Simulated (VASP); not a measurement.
# Na (Fm-3m) in VASP: further runs

Runs on Na. Level: PBEsol. Tasks: single point.

Program: VASP 6.6.1. These are calculated values, not measurements. Logs are shortened: lines on timing, memory, paths and dates and some standing lists are left out, and cuts for length are marked.

## Step 1: The cell of the first run

Symmetry: Fm-3m, No. 225, cubic system. Conventional cell: a = 3.999 Å, b = 3.999 Å, c = 3.999 Å, α = 90.00°, β = 90.00°, γ = 90.00°. Within 3.7 Å of Na (site symmetry m-3m) lie 12 Na at 2.83 Å.

This isn't the form of Na at room conditions, which is bcc.

## Step 2: Single point, PBEsol

Input file INCAR:

```
PREC     = Accurate       # precision mode
ENCUT    = 500            # plane-wave cutoff, eV
EDIFF    = 1E-6           # SCF threshold, eV
ISMEAR   = 1              # smearing method
SIGMA    = 0.05           # smearing width, eV
LREAL    = F              # projectors in reciprocal space
LASPH    = T              # aspherical terms in the spheres
NELM     = 120            # most SCF steps
ALGO     = Normal         # electronic algorithm
ISIF     = 2              # what is computed and relaxed
LWAVE    = F              # write WAVECAR
LCHARG   = T              # write CHGCAR
GGA      = PS             # functional
LELF     = T              # ELF
LVHAR    = T            
NBANDS   = 10             # bands
GGA_COMPAT= F
```

Input file KPOINTS:

```
Automatic mesh
0
Gamma
  13 13 13
```

Input file POSCAR:

```
Na
1.0
    0.0000000000      1.9994343542      1.9994343542
    1.9994343542      0.0000000000      1.9994343542
    1.9994343542      1.9994343542      0.0000000000
Na
1
Direct
    0.0000000000      0.0000000000      0.0000000000
```

Potentials or basis: VASP PAW PBE potentials, release 64 (Na_pv).

The run is started by

```bash
$ cat potpaw_PBE.64/Na_pv/POTCAR > POTCAR
$ mpirun -np 1 vasp_std > vasp.out
```

OUTCAR:

```text
PREC = Accurate
   ENCUT = 500
   EDIFF = 1E-6
   ISMEAR = 1
   LREAL = F
   LASPH = T
   NELM = 120
   ISIF = 2
   GGA = PS

 ion  position               nearest neighbor table
   1  0.000  0.000  0.000-

  LATTYP: Found a face centered cubic cell.
 ALAT       =     3.9988687084

  Lattice vectors:

 A1 = (   0.0000000000,   1.9994343542,   1.9994343542)
 A2 = (   1.9994343542,   0.0000000000,   1.9994343542)
 A3 = (   1.9994343542,   1.9994343542,   0.0000000000)

Analysis of symmetry for initial positions (statically):
=====================================================================
 Subroutine PRICEL returns:
 Original cell was already a primitive cell.

 Routine SETGRP: Setting up the symmetry group for a
 face centered cubic supercell.

 Subroutine GETGRP returns: Found 48 space group operations
 (whereof 48 operations were pure point group operations)
 out of a pool of 48 trial point group operations.

The static configuration has the point symmetry O_h .

Analysis of symmetry for dynamics (positions and initial velocities):
=====================================================================
 Subroutine PRICEL returns:
 Original cell was already a primitive cell.

 Routine SETGRP: Setting up the symmetry group for a
 face centered cubic supercell.

 Subroutine GETGRP returns: Found 48 space group operations
 (whereof 48 operations were pure point group operations)
 out of a pool of 48 trial point group operations.

The dynamic configuration has the point symmetry O_h .

 Subroutine INISYM returns: Found 48 space group operations
 (whereof 48 operations are pure point group operations),
 and found     1 'primitive' translations

----------------------------------------------------------------------------------------

                                     Primitive cell

  volume of cell :      15.9864

  direct lattice vectors                    reciprocal lattice vectors
     0.000000000  1.999434354  1.999434354    -0.250070726  0.250070726  0.250070726
     1.999434354  0.000000000  1.999434354     0.250070726 -0.250070726  0.250070726
     1.999434354  1.999434354  0.000000000     0.250070726  0.250070726 -0.250070726

  length of vectors
     2.827627181  2.827627181  2.827627181     0.433135202  0.433135202  0.433135202

  position of ions in fractional coordinates (direct lattice)
     0.000000000  0.000000000  0.000000000

  ion indices of the primitive-cell ions
   primitive index   ion index
                 1           1

----------------------------------------------------------------------------------------

 KPOINTS: Automatic mesh

Automatic generation of k-mesh.
 Grid dimensions read from file:
 generate k-points for:   13   13   13

 Generating k-lattice:

  Cartesian coordinates                     Fractional coordinates (reciprocal lattice)
    -0.019236210  0.019236210  0.019236210     0.076923077  0.000000000  0.000000000
     0.019236210 -0.019236210  0.019236210     0.000000000  0.076923077  0.000000000
     0.019236210  0.019236210 -0.019236210     0.000000000  0.000000000  0.076923077

  Length of vectors
     0.033318092  0.033318092  0.033318092

  Shift w.r.t. Gamma in fractional coordinates (k-lattice)
     0.000000000  0.000000000  0.000000000

 Subroutine IBZKPT returns following result:
 ===========================================

 Found     84 irreducible k-points:

 Following reciprocal coordinates:
            Coordinates               Weight
  0.000000  0.000000  0.000000      1.000000
  0.076923  0.000000  0.000000      8.000000
  0.153846  0.000000  0.000000      8.000000
  0.230769  0.000000  0.000000      8.000000
  0.307692  0.000000  0.000000      8.000000
  0.384615  0.000000  0.000000      8.000000
[... 16 lines left out ...]
  0.384615  0.153846  0.000000     24.000000
  0.461538  0.153846  0.000000     24.000000
 [... further k-points ...]
   k-points           NKPTS =     84   k-points in BZ     NKDIM =     84   number of bands    NBANDS=     10
   number of dos      NEDOS =    301   number of ions     NIONS =      1
   total plane-waves  NPLWV =  13824
   dimension x,y,z NGX =    24 NGY =   24 NGZ =   24
   dimension x,y,z NGXF=    48 NGYF=   48 NGZF=   48
   ions per type =               1
   NGX,Y,Z   is equivalent  to a cutoff of  14.11, 14.11, 14.11 a.u.
   NGXF,Y,Z  is equivalent  to a cutoff of  28.22, 28.22, 28.22 a.u.
 SYSTEM =  unknown system
   PREC   = accura    normal or accurate (medium, high low for compatibility)
   ISTART =      0    job   : 0-new  1-cont  2-samecut
   ICHARG =      2    charge: 1-file 2-atom 10-const
   ISPIN  =      1    spin polarized calculation?
   LNONCOLLINEAR =      F non collinear calculations
   LSORBIT =      F    spin-orbit coupling
   LASPH  =      T    aspherical Exc in radial PAW
   ENCUT  =  500.0 eV  36.75 Ry    6.06 a.u.   5.16  5.16  5.16*2*pi/ulx,y,z
   NELM   =    120;   NELMIN=  2; NELMDL= -5     # of ELM steps
   EDIFF  = 0.1E-05   stopping-criterion for ELM
   LREAL  =      F    real-space projection
   EDIFFG = 0.1E-04   stopping-criterion for IOM
   NSW    =      0    number of steps for IOM
   IBRION =     -1    ionic relax: 0-MD 1-quasi-New 2-CG
   NFREE  =      0    steps in history (QN), initial steepest desc. (CG)
   ISIF   =      2    stress and relaxation
   ISYM   =      2    0-nonsym 1-usesym 2-fastsym
   POTIM  = 0.5000    time-step for ionic-motion
   TEBEG  =    0.0;   TEEND  =   0.0 temperature during run
   PSTRESS=    0.0 pullay stress
   NELECT =       7.0000    total number of electrons
   NUPDOWN=      -1.0000    fix difference up-down
   EMIN   =  10.00;   EMAX   =-10.00  energy-range for DOS
   EFERMI =   0.00;   METHOD = LEGACY
   ISMEAR =     1;   SIGMA  =   0.05  broadening in eV -4-tet -1-fermi 0-gaus
   EFERMI_NEDOS =   21; number of points for ismear=-14 and -15
   IALGO  =     38    algorithm
   IMIX   =      4    mixing-type and parameters
     AMIX     =   0.40;   BMIX     =  1.00
     AMIX_MAG =   1.60;   BMIX_MAG =  1.00
  volume/ion in A,a.u.               =      15.99       107.88
  Fermi-wavevector in a.u.,A,eV,Ry     =   1.243150  2.349214 21.026757  1.545423
  Thomas-Fermi vector in A             =   2.377474
   LORBIT       =      0    0 simple, 1 ext, 2 COOP (PROOUT), +10 PAW based schemes
   GGA     = PS    functional components
   LHFCALC =     F    Hartree Fock is set to
   AEXX    =    0.0000 exact exchange contribution
   IVDW    =     0    specifies the selected vdW correction
   LEPSILON=     F    determine dielectric tensor
   LRPA    =     F    only Hartree local field effects (RPA)
 non-spin polarized calculation
 Methfessel and Paxton  Order N= 1 SIGMA  =   0.05
  energy-cutoff  :      500.00
  volume of cell :       15.99
 maximum number of plane-waves:       416
 NGX is ok and might be reduce to    24
   NGX = 11   NGY = 11   NGZ = 11

 number of electron       7.0000007 magnetization

 Free energy of the ion-electron system (eV)
  ---------------------------------------------------
  ext. energy  EPLUGINS =         0.00000000
  ---------------------------------------------------
  free energy    TOTEN  =        -0.41500802 eV

  energy without entropy =       -0.41457132  energy(sigma->0) =       -0.41486245

 E-fermi :   4.3522     XC(G=0):  -9.2645

 val. band max:        4.3521302673   @ k =  -0.3077   0.2308   0.0769
 cond. band min:       4.3637537755   @ k =   0.4615   0.3846   0.0769
 fundamental gap:      0.0116235082
 Fermi energy:         4.3522126438

 k-point     1 :       0.0000    0.0000    0.0000
  band No.  band energies     occupation
      1     -20.6254      2.00000
      2     -20.6254      2.00000
      3     -20.6254      2.00000
      4      -1.3160      2.00000
      5      21.3438      0.00000
      6      21.3438      0.00000
      7      21.3438      0.00000
      8      23.4167      0.00000
      9      26.5020      0.00000
     10      26.5020      0.00000

 k-point     2 :       0.0769    0.0000    0.0000
  band No.  band energies     occupation
      1     -20.6563      2.00000
      2     -20.6287      2.00000
      3     -20.6287      2.00000
      4      -1.1306      2.00000
      5      19.3009      0.00000
      6      21.2581      0.00000
      7      21.2581      0.00000
      8      24.4197      0.00000
      9      26.3246      0.00000
     10      26.3259      0.00000

 k-point     3 :       0.1538    0.0000    0.0000
  band No.  band energies     occupation
      1     -20.7409      2.00000
      2     -20.6378      2.00000
      3     -20.6378      2.00000
      4      -0.5840      2.00000
      5      16.4664      0.00000
      6      21.0082      0.00000
      7      21.0082      0.00000
      8      23.7610      0.00000
      9      25.8937      0.00000
     10      25.8937      0.00000

 k-point     4 :       0.2308    0.0000    0.0000
  band No.  band energies     occupation
      1     -20.8575      2.00000
      2     -20.6506      2.00000
      3     -20.6506      2.00000
      4       0.2973      2.00000
      5      13.7131      0.00000
      6      20.6329      0.00000
      7      20.6329      0.00000
      8      22.9024      0.00000
      9      25.4425      0.00000
     10      25.4425      0.00000
[... 222 lines left out ...]
 k-point    22 :       0.3077    0.1538    0.0000
  band No.  band energies     occupation
      1     -20.9112      2.00000
      2     -20.6934      2.00000
      3     -20.6920      2.00000
      4       1.2549      2.00000
      5      13.1380      0.00000
      6      17.2877      0.00000
      7      18.7356      0.00000
      8      20.9845      0.00000
      9      27.2649      0.00000
     10      28.8821      0.00000

 k-point    23 :       0.3846    0.1538    0.0000
  band No.  band energies     occupation
      1     -21.0030      2.00000
      2     -20.7144      2.00000
      3     -20.7040      2.00000
      4       2.4949      2.00000
      5      10.7466      0.00000
      6      16.4157      0.00000
      7      18.5757      0.00000
      8      21.3140      0.00000
      9      27.6101      0.00000
     10      28.0680      0.00000

 k-point    24 :       0.4615    0.1538    0.0000
  band No.  band energies     occupation
      1     -21.0686      2.00000
      2     -20.7374      2.00000
      3     -20.7072      2.00000
      4       3.9683      2.00000
      5       8.5529      0.00000
      6      15.7658      0.00000
      7      18.6031      0.00000
      8      21.5701      0.00000
      9      27.3153      0.00000
     10      27.4569      0.00000

 [... further k-points ...]

------------------------ aborting loop because EDIFF is reached ----------------------------------------

  FORCE on cell =-STRESS in cart. coord.  units (eV):
  Direction    XX          YY          ZZ          XY          YZ          ZX
  --------------------------------------------------------------------------------------
  -------------------------------------------------------------------------------------
  Total        2.9777063      2.9777063      2.9777063     -0.0000000      0.0000000      0.0000000
  in kB      298.4289830    298.4289830    298.4289830     -0.0000000      0.0000000      0.0000000
  external PRESSURE =     298.4289830 kB  Pullay stress =       0.0000000 kB

 VOLUME and BASIS-vectors are now :
 -----------------------------------------------------------------------------
  energy-cutoff  :      500.00
  volume of cell :       15.99
      direct lattice vectors                 reciprocal lattice vectors
     0.000000000  1.999434354  1.999434354    -0.250070726  0.250070726  0.250070726
     1.999434354  0.000000000  1.999434354     0.250070726 -0.250070726  0.250070726
     1.999434354  1.999434354  0.000000000     0.250070726  0.250070726 -0.250070726

 POSITION                                       TOTAL-FORCE (eV/Angst)
 -----------------------------------------------------------------------------------
      0.00000      0.00000      0.00000         0.000000      0.000000      0.000000
 -----------------------------------------------------------------------------------
    total drift:                               -0.000000      0.000000     -0.000000

  FREE ENERGIE OF THE ION-ELECTRON SYSTEM (eV)
  ---------------------------------------------------
  free  energy   TOTEN  =        -0.4150080181 eV

  energy  without entropy=       -0.4145713242  energy(sigma->0) =       -0.41486245
```

Run time: 3.6 s. Hardware: 1 thread of Intel Xeon 6975P-C (Granite Rapids), shared host; peak memory 0.13 GiB.

Results:

- Free energy: -0.4150 eV
- Pressure: 29.8 GPa
- Band gap on the k mesh: zero (an odd number of electrons rules out a gap without spin polarisation)

Levels at points of the mesh, in eV from the Fermi level:
| k point | band 2 | band 3 | band 4 | band 5 | band 6 | band 7 |
| --- | --- | --- | --- | --- | --- | --- |
| (0.00, 0.00, 0.00) | -24.98 | -24.98 | -5.67 | 16.99 | 16.99 | 16.99 |

Caveat: the cell stands under pressure; the PAW data sets were made with another functional, which shifts forces and pressure a little.

## Step 3: Single point, PBEsol

This run uses another cell than the first one, of 18.12 Å³/atom.

Input file INCAR:

```
SYSTEM = Na
  PREC = Accurate
  ENCUT = 500
  EDIFF = 1E-6
  ISMEAR = 1
  SIGMA = 0.05
  LREAL = .FALSE.
  LASPH = .TRUE.
  NELM = 120
  ALGO = Normal
  ISIF = 2
  LWAVE = .FALSE.
  LCHARG = .TRUE.
  GGA = PS
  LELF = .TRUE.
  LVHAR = .TRUE.
  NBANDS = 10
  GGA_COMPAT = .FALSE.
```

Input file KPOINTS:

```
Automatic mesh
0
G
  13 13 13
  0 0 0
```

Input file POSCAR:

```
Na
1.0
    0.0000000000      2.0845837916      2.0845837916
    2.0845837916      0.0000000000      2.0845837916
    2.0845837916      2.0845837916      0.0000000000
Na
1
Direct
    0.0000000000      0.0000000000      0.0000000000
```

Potentials or basis: VASP PAW PBE potentials, release 64 (Na_pv).

The run is started by

```bash
$ cat potpaw_PBE.64/Na_pv/POTCAR > POTCAR
$ mpirun -np 1 vasp_std > vasp.out
```

It took 3.7 s on 1 thread of Intel Xeon 6975P-C (Granite Rapids), shared host; peak memory 0.13 GiB.

It converged, with:

```yaml
Free_energy: -0.7441 eV
Pressure: 19.9 GPa
Band_gap_on_the_k_mesh: zero (an odd number of electrons rules out a gap without spin polarisation)
```

Levels at points of the mesh, in eV from the Fermi level:
| k point | band 1 | band 2 | band 3 | band 4 | band 5 | band 6 | band 7 | band 8 | band 9 |
| --- | --- | --- | --- | --- | --- | --- | --- | --- | --- |
| (0.00, 0.00, 0.00) | -24.81 | -24.81 | -24.81 | -5.24 | 16.02 | 16.02 | 16.02 | 17.90 | 20.49 |

Caveat: the cell stands under pressure; the PAW data sets were made with another functional, which shifts forces and pressure a little.

## Step 4: Single point, PBEsol

This run uses another cell than the first one, of 22.01 Å³/atom.

Input file INCAR:

```
ALGO = Normal
EDIFF = 1E-6
ENCUT = 500
GGA = PS
GGA_COMPAT = F
ISIF = 2
ISMEAR = 1
LASPH = T
LCHARG = F
LREAL = F
LWAVE = F
NBANDS = 10
NELM = 120
PREC = Accurate
SIGMA = 0.05
```

Input file KPOINTS:

```
k-points
0
Gamma
  13 13 13
```

Input file POSCAR:

```
Na
1.0
    0.0000000000      2.2242111863      2.2242111863
    2.2242111863      0.0000000000      2.2242111863
    2.2242111863      2.2242111863      0.0000000000
Na
1
Direct
    0.0000000000      0.0000000000      0.0000000000
```

The run is started by

```bash
$ cat potpaw_PBE.64/Na_pv/POTCAR > POTCAR
$ mpirun -np 1 vasp_std > vasp.out
```

Wall time 3.5 s (1 thread of Intel Xeon 6975P-C (Granite Rapids), shared host); peak memory 0.14 GiB.

Results (log left out):

- Free energy: -1.0951 eV
- Pressure: 9.9 GPa
- Band gap on the k mesh: zero (an odd number of electrons rules out a gap without spin polarisation)

Levels at points of the mesh, in eV from the Fermi level:
```csv
k point,band 1,band 2,band 3,band 4,band 5,band 6,band 7,band 8
"(0.00, 0.00, 0.00)",-24.67,-24.67,-24.67,-4.63,14.56,14.56,14.56,16.17
```

Caveat: the cell stands under pressure; the PAW data sets were made with another functional, which shifts forces and pressure a little.

## Step 5: Summary

```csv
cell,gap on the mesh (eV),pressure (GPa)
"a = 2.828 Å, angles 60.0°, 1 atom",none,29.8
"a = 2.948 Å, angles 60.0°, 1 atom",none,19.9
"a = 3.146 Å, angles 60.0°, 1 atom",none,9.9
```

Alike in all rows: task single point; level PBEsol; potentials or basis VASP PAW PBE potentials, release 64 (Na_pv); no spin polarisation; k mesh 13 × 13 × 13; cutoff (eV) 500; smearing methfessel-paxton 0.05 eV.

Caveats: the cell stands under pressure; the PAW data sets were made with another functional, which shifts forces and pressure a little.

Total energies depend on the potentials used, so only differences within one code and one set of settings carry meaning.
